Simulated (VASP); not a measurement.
# Y (P6_3/mmc) in VASP: single point with PBE

Aim: the single point of Y with PBE.

All numbers are computed with VASP 6.6.1; they aren't measurements. Logs are shortened: lines on timing, memory, paths and dates and some standing lists are left out, and cuts for length are marked.

## Step 1: The cell of the first run

Symmetry: P6_3/mmc, No. 194, hexagonal system. Conventional cell: a = 3.656 Å, b = 3.656 Å, c = 5.674 Å, α = 90.00°, β = 90.00°, γ = 120.00°. Within 4.6 Å of Y (site symmetry -6m2) lie 12 Y at 3.54 to 3.66 Å.

## Step 2: Single point, PBE

Input file INCAR:

```
PREC = Accurate
ENCUT = 520
EDIFF = 1E-6
ISMEAR = 0
SIGMA = 0.1
LREAL = False
LASPH = True
NELM = 80
ALGO = Fast
ISIF = 2
LWAVE = False
LCHARG = True
GGA = PE
LELF = True
LVHAR = True
NBANDS = 18
```

Input file KPOINTS:

```
Automatic mesh
0
Gamma
  15 15 8
```

Input file POSCAR:

```
Y
1.0
    3.6564807491      0.0000000000      0.0000000000
   -1.8282403745      3.1666052172      0.0000000000
    0.0000000000      0.0000000000      5.6740140934
Y
2
Direct
    0.3333333333      0.6666666667      0.2500000000
    0.6666666667      0.3333333333      0.7500000000
```

Potentials or basis: VASP PAW PBE potentials, release 64 (Y_sv).

Started as:

```
$ cat potpaw_PBE.64/Y_sv/POTCAR > POTCAR
$ mpirun -np 1 vasp_std > vasp.out
```

OUTCAR:

```text
PREC = Accurate
   ENCUT = 520
   EDIFF = 1E-6
   ISMEAR = 0
   LREAL = False
   LASPH = True
   NELM = 80
   ISIF = 2
   GGA = PE

 ion  position               nearest neighbor table
   1  0.333  0.667  0.250-   2 3.54   2 3.54   2 3.54   2 3.54   2 3.54   2 3.54
   2  0.667  0.333  0.750-   1 3.54   1 3.54   1 3.54   1 3.54   1 3.54   1 3.54

  LATTYP: Found a hexagonal cell.
 ALAT       =     3.6564807491
 C/A-ratio  =     1.5517691690

  Lattice vectors:

 A1 = (   3.6564807491,   0.0000000000,   0.0000000000)
 A2 = (  -1.8282403745,   3.1666052172,   0.0000000000)
 A3 = (   0.0000000000,   0.0000000000,   5.6740140934)

Analysis of symmetry for initial positions (statically):
=====================================================================
 Subroutine PRICEL returns:
 Original cell was already a primitive cell.

 Routine SETGRP: Setting up the symmetry group for a
 hexagonal supercell.

 Subroutine GETGRP returns: Found 24 space group operations
 (whereof 12 operations were pure point group operations)
 out of a pool of 24 trial point group operations.

The static configuration has the point symmetry D_3d.
 The point group associated with its full space group is D_6h.

Analysis of symmetry for dynamics (positions and initial velocities):
=====================================================================
 Subroutine PRICEL returns:
 Original cell was already a primitive cell.

 Routine SETGRP: Setting up the symmetry group for a
 hexagonal supercell.

 Subroutine GETGRP returns: Found 24 space group operations
 (whereof 12 operations were pure point group operations)
 out of a pool of 24 trial point group operations.

The dynamic configuration has the point symmetry D_3d.
 The point group associated with its full space group is D_6h.

 Subroutine INISYM returns: Found 24 space group operations
 (whereof 12 operations are pure point group operations),
 and found     1 'primitive' translations

----------------------------------------------------------------------------------------

                                     Primitive cell

  volume of cell :      65.6973

  direct lattice vectors                    reciprocal lattice vectors
     3.656480749  0.000000000  0.000000000     0.273487014  0.157897801  0.000000000
    -1.828240374  3.166605217  0.000000000     0.000000000  0.315795602  0.000000000
     0.000000000  0.000000000  5.674014093     0.000000000  0.000000000  0.176242072

  length of vectors
     3.656480749  3.656480749  5.674014093     0.315795602  0.315795602  0.176242072

  position of ions in fractional coordinates (direct lattice)
     0.333333333  0.666666667  0.250000000
     0.666666667  0.333333333  0.750000000

  ion indices of the primitive-cell ions
   primitive index   ion index
                 1           1
                 2           2

----------------------------------------------------------------------------------------

 KPOINTS: Automatic mesh

Automatic generation of k-mesh.
 Grid dimensions read from file:
 generate k-points for:   15   15    8

 Generating k-lattice:

  Cartesian coordinates                     Fractional coordinates (reciprocal lattice)
     0.018232468  0.010526520  0.000000000     0.066666667 -0.000000000  0.000000000
     0.000000000  0.021053040  0.000000000     0.000000000  0.066666667  0.000000000
     0.000000000  0.000000000  0.022030259     0.000000000  0.000000000  0.125000000

  Length of vectors
     0.021053040  0.021053040  0.022030259

  Shift w.r.t. Gamma in fractional coordinates (k-lattice)
     0.000000000  0.000000000  0.000000000

 Subroutine IBZKPT returns following result:
 ===========================================

 Found    135 irreducible k-points:

 Following reciprocal coordinates:
            Coordinates               Weight
  0.000000  0.000000  0.000000      1.000000
  0.066667  0.000000  0.000000      6.000000
  0.133333  0.000000  0.000000      6.000000
  0.200000  0.000000  0.000000      6.000000
  0.266667  0.000000  0.000000      6.000000
  0.333333  0.000000  0.000000      6.000000
[... 16 lines left out ...]
  0.333333  0.200000  0.000000     12.000000
  0.400000  0.200000  0.000000      6.000000
 [... further k-points ...]
   k-points           NKPTS =    135   k-points in BZ     NKDIM =    135   number of bands    NBANDS=     18
   number of dos      NEDOS =    301   number of ions     NIONS =      2
   total plane-waves  NPLWV =  32928
   dimension x,y,z NGX =    28 NGY =   28 NGZ =   42
   dimension x,y,z NGXF=    56 NGYF=   56 NGZF=   84
   ions per type =               2
   NGX,Y,Z   is equivalent  to a cutoff of  12.73, 12.73, 12.31 a.u.
   NGXF,Y,Z  is equivalent  to a cutoff of  25.46, 25.46, 24.61 a.u.
 SYSTEM =  unknown system
   PREC   = accura    normal or accurate (medium, high low for compatibility)
   ISTART =      0    job   : 0-new  1-cont  2-samecut
   ICHARG =      2    charge: 1-file 2-atom 10-const
   ISPIN  =      1    spin polarized calculation?
   LNONCOLLINEAR =      F non collinear calculations
   LSORBIT =      F    spin-orbit coupling
   LASPH  =      T    aspherical Exc in radial PAW
   ENCUT  =  520.0 eV  38.22 Ry    6.18 a.u.   6.80  6.80 10.55*2*pi/ulx,y,z
   NELM   =     80;   NELMIN=  2; NELMDL= -5     # of ELM steps
   EDIFF  = 0.1E-05   stopping-criterion for ELM
   LREAL  =      F    real-space projection
   EDIFFG = 0.1E-04   stopping-criterion for IOM
   NSW    =      0    number of steps for IOM
   IBRION =     -1    ionic relax: 0-MD 1-quasi-New 2-CG
   NFREE  =      0    steps in history (QN), initial steepest desc. (CG)
   ISIF   =      2    stress and relaxation
   ISYM   =      2    0-nonsym 1-usesym 2-fastsym
   POTIM  = 0.5000    time-step for ionic-motion
   TEBEG  =    0.0;   TEEND  =   0.0 temperature during run
   PSTRESS=    0.0 pullay stress
   NELECT =      22.0000    total number of electrons
   NUPDOWN=      -1.0000    fix difference up-down
   EMIN   =  10.00;   EMAX   =-10.00  energy-range for DOS
   EFERMI =   0.00;   METHOD = LEGACY
   ISMEAR =     0;   SIGMA  =   0.10  broadening in eV -4-tet -1-fermi 0-gaus
   EFERMI_NEDOS =   21; number of points for ismear=-14 and -15
   IALGO  =     68    algorithm
   IMIX   =      4    mixing-type and parameters
     AMIX     =   0.40;   BMIX     =  1.00
     AMIX_MAG =   1.60;   BMIX_MAG =  1.00
  volume/ion in A,a.u.               =      32.85       221.67
  Fermi-wavevector in a.u.,A,eV,Ry     =   1.136841  2.148319 17.584281  1.292408
  Thomas-Fermi vector in A             =   2.273546
   LORBIT       =      0    0 simple, 1 ext, 2 COOP (PROOUT), +10 PAW based schemes
   GGA     = PE    functional components
   LHFCALC =     F    Hartree Fock is set to
   AEXX    =    0.0000 exact exchange contribution
   IVDW    =     0    specifies the selected vdW correction
   LEPSILON=     F    determine dielectric tensor
   LRPA    =     F    only Hartree local field effects (RPA)
 non-spin polarized calculation
 RMM-DIIS sequential band-by-band and
 Gauss-broadening in eV      SIGMA  =   0.10
  energy-cutoff  :      520.00
  volume of cell :       65.70
 maximum number of plane-waves:      1788
 NGX is ok and might be reduce to    28
   NGX = 13   NGY = 13   NGZ = 21

 number of electron      22.0000000 magnetization

 Free energy of the ion-electron system (eV)
  ---------------------------------------------------
  ext. energy  EPLUGINS =         0.00000000
  ---------------------------------------------------
  free energy    TOTEN  =       -12.87638345 eV

  energy without entropy =      -12.85815748  energy(sigma->0) =      -12.86727047

 E-fermi :   2.9930     XC(G=0):  -9.4262

 val. band max:        2.9905083172   @ k =   0.3333   0.2667   0.3750
 cond. band min:       3.0158312224   @ k =   0.2000   0.0667   0.0000
 fundamental gap:      0.0253229052
 Fermi energy:         2.9930205135

 k-point     1 :       0.0000    0.0000    0.0000
  band No.  band energies     occupation
      1     -39.6921      2.00000
      2     -39.6158      2.00000
      3     -19.9727      2.00000
      4     -19.4992      2.00000
      5     -19.4992      2.00000
      6     -19.4050      2.00000
[... 10 lines left out ...]
     17       5.7264      0.00000
     18       5.7264      0.00000

 k-point     2 :       0.0667    0.0000    0.0000
  band No.  band energies     occupation
      1     -39.6899      2.00000
      2     -39.6151      2.00000
      3     -19.9647      2.00000
      4     -19.5146      2.00000
      5     -19.5046      2.00000
      6     -19.4214      2.00000
[... 10 lines left out ...]
     17       5.5998      0.00000
     18       5.6350      0.00000

 k-point     3 :       0.1333    0.0000    0.0000
  band No.  band energies     occupation
      1     -39.6837      2.00000
      2     -39.6132      2.00000
      3     -19.9416      2.00000
      4     -19.5584      2.00000
      5     -19.5197      2.00000
      6     -19.4670      2.00000
[... 10 lines left out ...]
     17       5.6046      0.00000
     18       5.6782      0.00000

 k-point     4 :       0.2000    0.0000    0.0000
  band No.  band energies     occupation
      1     -39.6743      2.00000
      2     -39.6108      2.00000
      3     -19.9054      2.00000
      4     -19.6233      2.00000
      5     -19.5410      2.00000
      6     -19.5325      2.00000
[... 375 lines left out ...]
      4     -19.7457      2.00000
      5     -19.7307      2.00000
      6     -19.6164      2.00000
[... 10 lines left out ...]
     17       7.4586      0.00000
     18       8.2341      0.00000

 k-point    23 :       0.3333    0.2000    0.0000
  band No.  band energies     occupation
      1     -39.6296      2.00000
      2     -39.6090      2.00000
      3     -19.8130      2.00000
      4     -19.7282      2.00000
      5     -19.7010      2.00000
      6     -19.6542      2.00000
[... 10 lines left out ...]
     17       7.7776      0.00000
     18       8.2950      0.00000

 k-point    24 :       0.4000    0.2000    0.0000
  band No.  band energies     occupation
      1     -39.6259      2.00000
      2     -39.6104      2.00000
      3     -19.8249      2.00000
      4     -19.7211      2.00000
      5     -19.6792      2.00000
      6     -19.6741      2.00000
[... 10 lines left out ...]
     17       7.9331      0.00000
     18       8.2664      0.00000

 [... further k-points ...]

------------------------ aborting loop because EDIFF is reached ----------------------------------------

  FORCE on cell =-STRESS in cart. coord.  units (eV):
  Direction    XX          YY          ZZ          XY          YZ          ZX
  --------------------------------------------------------------------------------------
  -------------------------------------------------------------------------------------
  Total       -0.0434781     -0.0434781     -0.0388905     -0.0000000     -0.0000000     -0.0000000
  in kB       -1.0603107     -1.0603107     -0.9484334     -0.0000000     -0.0000000     -0.0000000
  external PRESSURE =      -1.0230183 kB  Pullay stress =       0.0000000 kB

 VOLUME and BASIS-vectors are now :
 -----------------------------------------------------------------------------
  energy-cutoff  :      520.00
  volume of cell :       65.70
      direct lattice vectors                 reciprocal lattice vectors
     3.656480749  0.000000000  0.000000000     0.273487014  0.157897801  0.000000000
    -1.828240374  3.166605217  0.000000000     0.000000000  0.315795602  0.000000000
     0.000000000  0.000000000  5.674014093     0.000000000  0.000000000  0.176242072

 POSITION                                       TOTAL-FORCE (eV/Angst)
 -----------------------------------------------------------------------------------
     -0.00000      2.11107      1.41850         0.000000     -0.000000      0.000000
      1.82824      1.05554      4.25551        -0.000000      0.000000      0.000000
 -----------------------------------------------------------------------------------
    total drift:                               -0.000000      0.000000     -0.000000

  FREE ENERGIE OF THE ION-ELECTRON SYSTEM (eV)
  ---------------------------------------------------
  free  energy   TOTEN  =       -12.8763834524 eV

  energy  without entropy=      -12.8581574846  energy(sigma->0) =      -12.86727047
```

Run time: 88 s. Hardware: 1 thread of Intel Xeon 6975P-C (Granite Rapids), shared host; peak memory 0.29 GiB.

What came out:

| Item | Value |
| --- | --- |
| Free energy | -12.8764 eV |
| Pressure | -0.1 GPa |
| Band gap on the k mesh | zero (bands 11 and 12 overlap by 1.47 eV) |

Levels at points of the mesh, in eV from the Fermi level:
```tsv
k point	band 8	band 9	band 10	band 11	band 12	band 13	band 14	band 15
(0.00, 0.00, 0.00)	-22.36	-4.68	-1.83	0.96	1.74	1.74	2.13	2.36
(0.00, 0.00, 0.50)	-22.45	-3.22	-3.22	1.00	1.00	1.64	1.64	1.64
```
